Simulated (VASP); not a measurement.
# AlN (P6_3mc) in VASP: a series of runs, part 2 of 3

VASP 6.6.1. Earlier steps stand in the parts before.

## 3. Relaxation of the atoms, PBE

This run uses another cell than the first one, of 10.59 Å³/atom.

INCAR reads:

```
PREC = Accurate
ENCUT = 520
EDIFF = 1E-6
ISMEAR = 0
SIGMA = 0.01
LREAL = False
LASPH = True
NELM = 100
ALGO = Normal
ISIF = 2
LWAVE = False
LCHARG = False
GGA = PE
IBRION = 2
NSW = 80
EDIFFG = -0.004
```

KPOINTS reads:

```
Automatic mesh
0
Gamma
  8 8 5
```

POSCAR reads:

```
AlN
1.0
    3.1302760613      0.0000000000      0.0000000000
   -1.5651380307      2.7108985900      0.0000000000
    0.0000000000      0.0000000000      4.9926472398
Al N
2 2
Direct
    0.3333333333      0.6666666667      0.0002298648
    0.6666666667      0.3333333333      0.5002298648
    0.3333333333      0.6666666667      0.3817701352
    0.6666666667      0.3333333333      0.8817701352
```

Potentials or basis: VASP PAW PBE potentials, release 64 (Al, N).

Command:

```
$ cat potpaw_PBE.64/Al/POTCAR potpaw_PBE.64/N/POTCAR > POTCAR
$ mpirun -np 1 vasp_std > vasp.out
```

OUTCAR:

```text
PREC = Accurate
   ENCUT = 520
   EDIFF = 1E-6
   ISMEAR = 0
   LREAL = False
   LASPH = True
   NELM = 100
   ISIF = 2
   GGA = PE
   IBRION = 2
   NSW = 80
   EDIFFG = -0.004

 ion  position               nearest neighbor table
   1  0.333  0.667  0.000-   4 1.90   4 1.90   4 1.90   3 1.90   2 3.08   2 3.08   2 3.08   2 3.08
                             2 3.08   2 3.08
   2  0.667  0.333  0.500-   3 1.90   3 1.90   3 1.90   4 1.90   1 3.08   1 3.08   1 3.08   1 3.08
                             1 3.08   1 3.08
   3  0.333  0.667  0.382-   2 1.90   2 1.90   2 1.90   1 1.90
   4  0.667  0.333  0.882-   1 1.90   1 1.90   1 1.90   2 1.90

  LATTYP: Found a hexagonal cell.
 ALAT       =     3.1302760613
 C/A-ratio  =     1.5949542922

  Lattice vectors:

 A1 = (   3.1302760613,   0.0000000000,   0.0000000000)
 A2 = (  -1.5651380307,   2.7108985900,   0.0000000000)
 A3 = (   0.0000000000,   0.0000000000,   4.9926472398)

Analysis of symmetry for initial positions (statically):
=====================================================================
 Subroutine PRICEL returns:
 Original cell was already a primitive cell.

 Routine SETGRP: Setting up the symmetry group for a
 hexagonal supercell.

 Subroutine GETGRP returns: Found 12 space group operations
 (whereof  6 operations were pure point group operations)
 out of a pool of 24 trial point group operations.

The static configuration has the point symmetry C_3v.
 The point group associated with its full space group is C_6v.

Analysis of symmetry for dynamics (positions and initial velocities):
=====================================================================
 Subroutine PRICEL returns:
 Original cell was already a primitive cell.

 Routine SETGRP: Setting up the symmetry group for a
 hexagonal supercell.

 Subroutine GETGRP returns: Found 12 space group operations
 (whereof  6 operations were pure point group operations)
 out of a pool of 24 trial point group operations.

The dynamic configuration has the point symmetry C_3v.
 The point group associated with its full space group is C_6v.

 Subroutine INISYM returns: Found 12 space group operations
 (whereof  6 operations are pure point group operations),
 and found     1 'primitive' translations

----------------------------------------------------------------------------------------

                                     Primitive cell

  volume of cell :      42.3669

  direct lattice vectors                    reciprocal lattice vectors
     3.130276061  0.000000000  0.000000000     0.319460642  0.184440688  0.000000000
    -1.565138031  2.710898590  0.000000000     0.000000000  0.368881375  0.000000000
     0.000000000  0.000000000  4.992647240     0.000000000  0.000000000  0.200294544

  length of vectors
     3.130276061  3.130276061  4.992647240     0.368881375  0.368881375  0.200294544

  position of ions in fractional coordinates (direct lattice)
     0.333333333  0.666666667  0.000229865
     0.666666667  0.333333333  0.500229865
     0.333333333  0.666666667  0.381770135
     0.666666667  0.333333333  0.881770135

  ion indices of the primitive-cell ions
   primitive index   ion index
                 1           1
                 2           2
                 3           3
                 4           4

[... 63 lines left out ...]
   ISTART =      0    job   : 0-new  1-cont  2-samecut
   ICHARG =      2    charge: 1-file 2-atom 10-const
   ISPIN  =      1    spin polarized calculation?
   LNONCOLLINEAR =      F non collinear calculations
   LSORBIT =      F    spin-orbit coupling
   LASPH  =      T    aspherical Exc in radial PAW
   ENCUT  =  520.0 eV  38.22 Ry    6.18 a.u.   5.82  5.82  9.28*2*pi/ulx,y,z
   NELM   =    100;   NELMIN=  2; NELMDL= -5     # of ELM steps
   EDIFF  = 0.1E-05   stopping-criterion for ELM
   LREAL  =      F    real-space projection
   EDIFFG = -.4E-02   stopping-criterion for IOM
   NSW    =     80    number of steps for IOM
   IBRION =      2    ionic relax: 0-MD 1-quasi-New 2-CG
   NFREE  =      1    steps in history (QN), initial steepest desc. (CG)
   ISIF   =      2    stress and relaxation
   ISYM   =      2    0-nonsym 1-usesym 2-fastsym
   POTIM  = 0.5000    time-step for ionic-motion
   TEBEG  =    0.0;   TEEND  =   0.0 temperature during run
   PSTRESS=    0.0 pullay stress
   NELECT =      16.0000    total number of electrons
   NUPDOWN=      -1.0000    fix difference up-down
   EMIN   =  10.00;   EMAX   =-10.00  energy-range for DOS
   EFERMI =   0.00;   METHOD = LEGACY
   ISMEAR =     0;   SIGMA  =   0.01  broadening in eV -4-tet -1-fermi 0-gaus
   EFERMI_NEDOS =   21; number of points for ismear=-14 and -15
   IALGO  =     38    algorithm
   IMIX   =      4    mixing-type and parameters
     AMIX     =   0.40;   BMIX     =  1.00
     AMIX_MAG =   1.60;   BMIX_MAG =  1.00
  volume/ion in A,a.u.               =      10.59        71.48
  Fermi-wavevector in a.u.,A,eV,Ry     =   1.183330  2.236170 19.051830  1.400270
  Thomas-Fermi vector in A             =   2.319567
   LORBIT       =      0    0 simple, 1 ext, 2 COOP (PROOUT), +10 PAW based schemes
   GGA     = PE    functional components
   LHFCALC =     F    Hartree Fock is set to
   AEXX    =    0.0000 exact exchange contribution
   IVDW    =     0    specifies the selected vdW correction
   LEPSILON=     F    determine dielectric tensor
   LRPA    =     F    only Hartree local field effects (RPA)
 conjugate gradient relaxation of ions
 non-spin polarized calculation
 Gauss-broadening in eV      SIGMA  =   0.01
  energy-cutoff  :      520.00
  volume of cell :       42.37
 maximum number of plane-waves:      1158
 NGX is ok and might be reduce to    24
   NGX = 11   NGY = 11   NGZ = 19

--------------------------------------- Ionic step        1  -------------------------------------------

 number of electron      15.9999998 magnetization

 Free energy of the ion-electron system (eV)
  ---------------------------------------------------
  ext. energy  EPLUGINS =         0.00000000
  ---------------------------------------------------
  free energy    TOTEN  =       -29.77914255 eV

  energy without entropy =      -29.77914255  energy(sigma->0) =      -29.77914255

------------------------ aborting loop because EDIFF is reached ----------------------------------------

  FORCE on cell =-STRESS in cart. coord.  units (eV):
  Direction    XX          YY          ZZ          XY          YZ          ZX
  --------------------------------------------------------------------------------------
  -------------------------------------------------------------------------------------
  Total        0.0096796      0.0096796      0.5324560     -0.0000000     -0.0000000      0.0000000
  in kB        0.3660490      0.3660490     20.1357359     -0.0000000     -0.0000000      0.0000000
  external PRESSURE =       6.9559447 kB  Pullay stress =       0.0000000 kB
[... 63 lines left out ...]
--------------------------------------- Ionic step        3  -------------------------------------------

 number of electron      15.9999998 magnetization

 Free energy of the ion-electron system (eV)
  ---------------------------------------------------
  ext. energy  EPLUGINS =         0.00000000
  ---------------------------------------------------
  free energy    TOTEN  =       -29.77942314 eV

  energy without entropy =      -29.77942314  energy(sigma->0) =      -29.77942314

 E-fermi :   6.0889     XC(G=0): -10.8486

 val. band max:        6.0437388984   @ k =   0.0000   0.0000   0.0000
 cond. band min:      10.1045532421   @ k =   0.0000   0.0000   0.0000
 fundamental gap:      4.0608143437
 Fermi energy:         6.0889250922

 k-point     1 :       0.0000    0.0000    0.0000
  band No.  band energies     occupation
      1      -9.0854      2.00000
      2      -6.9665      2.00000
      3       0.1035      2.00000
      4       5.1390      2.00000
      5       5.1390      2.00000
      6       5.7970      2.00000
      7       5.7970      2.00000
      8       6.0437      2.00000
      9      10.1046      0.00000
     10      12.5188      0.00000
     11      16.5458      0.00000
     12      17.0266      0.00000
[... 331 lines left out ...]
 k-point    24 :       0.3750    0.0000    0.4000
  band No.  band energies     occupation
      1      -7.2384      2.00000
      2      -6.8701      2.00000
      3       0.8165      2.00000
      4       1.2100      2.00000
      5       4.0260      2.00000
      6       4.4707      2.00000
      7       4.8788      2.00000
      8       4.9470      2.00000
      9      11.3677      0.00000
     10      11.9848      0.00000
     11      15.0636      0.00000
     12      15.7772      0.00000

 [... further k-points ...]

------------------------ aborting loop because EDIFF is reached ----------------------------------------

  FORCE on cell =-STRESS in cart. coord.  units (eV):
  Direction    XX          YY          ZZ          XY          YZ          ZX
  --------------------------------------------------------------------------------------
  -------------------------------------------------------------------------------------
  Total        0.0549137      0.0549137      0.4104666     -0.0000000      0.0000000     -0.0000000
  in kB        2.0766575      2.0766575     15.5224964     -0.0000000      0.0000000     -0.0000000
  external PRESSURE =       6.5586038 kB  Pullay stress =       0.0000000 kB
[... 19 lines left out ...]
  FREE ENERGIE OF THE ION-ELECTRON SYSTEM (eV)
  ---------------------------------------------------
  free  energy   TOTEN  =       -29.7794231448 eV

  energy  without entropy=      -29.7794231448  energy(sigma->0) =      -29.77942314

 reached required accuracy - stopping structural energy minimisation
```

CONTCAR:

```text
AlN
   1.00000000000000
     3.1302760613000000    0.0000000000000000    0.0000000000000000
    -1.5651380307000000    2.7108985900000002    0.0000000000000000
     0.0000000000000000    0.0000000000000000    4.9926472398000001
  Al              N
     2     2
Direct
     0.3333333332999970    0.6666666667000030    0.9997512825059602
     0.6666666667000030    0.3333333332999970    0.4997512825059602
     0.3333333332999970    0.6666666667000030    0.3822487174940377
     0.6666666667000030    0.3333333332999970    0.8822487174940377

  0.00000000E+00  0.00000000E+00  0.00000000E+00
  0.00000000E+00  0.00000000E+00  0.00000000E+00
  0.00000000E+00  0.00000000E+00  0.00000000E+00
  0.00000000E+00  0.00000000E+00  0.00000000E+00
```

Wall time 19 s (1 thread of Intel Xeon Platinum 8259CL at 2.50GHz (Skylake/Cascade Lake), shared host); peak memory 0.15 GiB.

What came out:

```yaml
Free_energy: -29.7794 eV
Energy_gained_by_relaxing: 0.1 meV/atom
Ionic_steps: 3
Pressure_after_relaxing: 0.7 GPa
Band_gap_on_the_k_mesh: 4.06 eV
```

Stress tensor (GPa, compression positive):
```
0.21 0.00 0.00
0.00 0.21 0.00
0.00 0.00 1.55
```

Step by step:
```
step  energy change (eV)  largest force (eV/Å)  pressure (GPa)
   1              0.0000                0.0588            0.70
   2             -0.0003                0.0110            0.65
   3             -0.0003                0.0004            0.66
```

Final structure:
```yaml
crystal:
  lattice:
    - [3.13028, 0.00000, 0.00000]
    - [-1.56514, 2.71090, 0.00000]
    - [0.00000, 0.00000, 4.99265]
  atoms:
    - { symbol: Al, position: [0.33333, 0.66667, 0.99975] }
    - { symbol: Al, position: [0.66667, 0.33333, 0.49975] }
    - { symbol: N, position: [0.33333, 0.66667, 0.38225] }
    - { symbol: N, position: [0.66667, 0.33333, 0.88225] }
```

## 4. Relaxation of the atoms, PBE

This run uses another cell than the first one, of 10.64 Å³/atom.

INCAR reads:

```
PREC = Accurate
ENCUT = 520
EDIFF = 1E-6
ISMEAR = 0
SIGMA = 0.01
LREAL = F
LASPH = T
NELM = 100
ALGO = Normal
ISIF = 2
LWAVE = F
LCHARG = F
GGA = PE
IBRION = 2
NSW = 80
EDIFFG = -0.004
```

KPOINTS reads:

```
regular mesh
0
Gamma
  8 8 5
```

Edit POSCAR of step 3 so:

```diff
@@ -4,3 +4,3 @@
    -1.5651380307      2.7108985900      0.0000000000
-    0.0000000000      0.0000000000      4.9926472398
+    0.0000000000      0.0000000000      5.0177359194
 Al N
```

Command:

```
$ cat potpaw_PBE.64/Al/POTCAR potpaw_PBE.64/N/POTCAR > POTCAR
$ mpirun -np 1 vasp_std > vasp.out
```

Wall time 10 s (1 thread of Intel Xeon Platinum 8259CL at 2.50GHz (Skylake/Cascade Lake), shared host); peak memory 0.15 GiB.

It converged, with:

- Free energy: -29.7804 eV
- Pressure after relaxing: -0.2 GPa
- Band gap on the k mesh: 4.04 eV

Stress tensor (GPa, compression positive):
```
-0.28  0.00  0.00
 0.00 -0.28  0.00
 0.00  0.00 -0.19
```

Final structure:
```
Al N
1.0
     3.13028    0.00000    0.00000
    -1.56514    2.71090    0.00000
     0.00000    0.00000    5.01774
Al N
2 2
Direct
  0.33333 0.66667 0.00023
  0.66667 0.33333 0.50023
  0.33333 0.66667 0.38177
  0.66667 0.33333 0.88177
```

Levels at points of the mesh, in eV from the valence-band top:
```tsv
k point	band 6	band 7	band 8	band 9	band 10	band 11
(0.00, 0.00, 0.00)	-0.20	-0.20	0.00	4.04	6.51	10.46
(0.50, 0.00, 0.00)	-2.05	-1.74	-0.68	5.76	5.76	8.02
```

Caveat: the relaxation stopped at its first step, so nothing moved.

(Continued in part 3 of 3.)
